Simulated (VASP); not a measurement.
Crystal: Be2CdS2.

```xyz
5
Lattice="3.5962 0.0000 0.0000 -1.7981 3.1144 0.0000 0.0000 0.0000 6.1946" Properties=species:S:1:pos:R:3 pbc="T T T"
Be    0.0000    2.0763    2.3372
Be    1.7981    1.0381    3.8574
Cd    0.0000    0.0000    0.0000
S     0.0000    2.0763    4.5506
S     1.7981    1.0381    1.6440
```

| Property | Result |
| --- | --- |
| Program | VASP 6.6.1 |
| Task | relaxation of cell and atoms |
| Functional | PBE |
| Potentials or basis | VASP PAW PBE potentials, release 64 (Be, Cd_sv_GW, S) |
| Cutoff | 600 eV |
| k mesh | 6 × 6 × 4 |
| Occupations | gaussian, width 0.1 eV |
| Spin | no spin polarisation |

At the start: pressure 15.0 GPa; volume 13.88 Å³/atom.

Question: How do energy, volume and symmetry change on relaxing?

Answer: Over 17 steps the energy falls by 685.9 meV/atom and the volume is 17.93 Å³/atom (+29.2 %); space group P-3m1 (No. 164, to 0.05 Å).

Step by step:
| step | energy change (eV) | largest force (eV/Å) | pressure (GPa) | volume (Å³) |
| --- | --- | --- | --- | --- |
| 1 | 0.0000 | 2.1985 | 15.00 | 69.38 |
| 2 | -1.2091 | 2.0107 | -0.55 | 83.20 |
| 3 | -1.3943 | 1.9718 | -6.37 | 93.53 |
| 4 | -2.4928 | 1.1281 | -4.92 | 93.55 |
| 5 | -1.1805 | 5.8073 | 15.42 | 90.08 |
| 6 | -3.0340 | 0.9282 | 0.18 | 93.05 |
| 7 | -3.0464 | 1.3270 | 1.34 | 92.87 |
| 8 | -3.1565 | 0.6847 | -2.01 | 95.21 |
| 9 | -3.2763 | 0.8687 | -0.26 | 94.47 |
| 10 | -3.3609 | 0.4020 | -1.07 | 93.73 |
| 11 | -3.3950 | 0.2065 | -2.04 | 92.84 |
| 12 | -3.4126 | 0.0916 | 1.42 | 87.39 |
| 13 | -3.4198 | 0.1337 | 0.16 | 89.26 |
| 14 | -3.4254 | 0.1110 | 0.09 | 89.41 |
| 15 | -3.4275 | 0.0935 | -0.04 | 89.60 |
| 16 | -3.4296 | 0.0454 | 0.26 | 89.64 |
| 17 | -3.4297 | 0.0238 | 0.21 | 89.64 |

Final structure:
```
CELL_PARAMETERS angstrom
3.44007 0.00000 0.00000
-1.72003 2.97919 0.00000
0.00000 0.00000 8.74624
ATOMIC_POSITIONS crystal
Be 0.33333 0.66667 0.41046
Be 0.66667 0.33333 0.58954
Cd 0.00000 0.00000 0.00000
S 0.33333 0.66667 0.65954
S 0.66667 0.33333 0.34046
```

Caveat: the volume moved by over 15 % at a fixed basis, so the end points are rough.
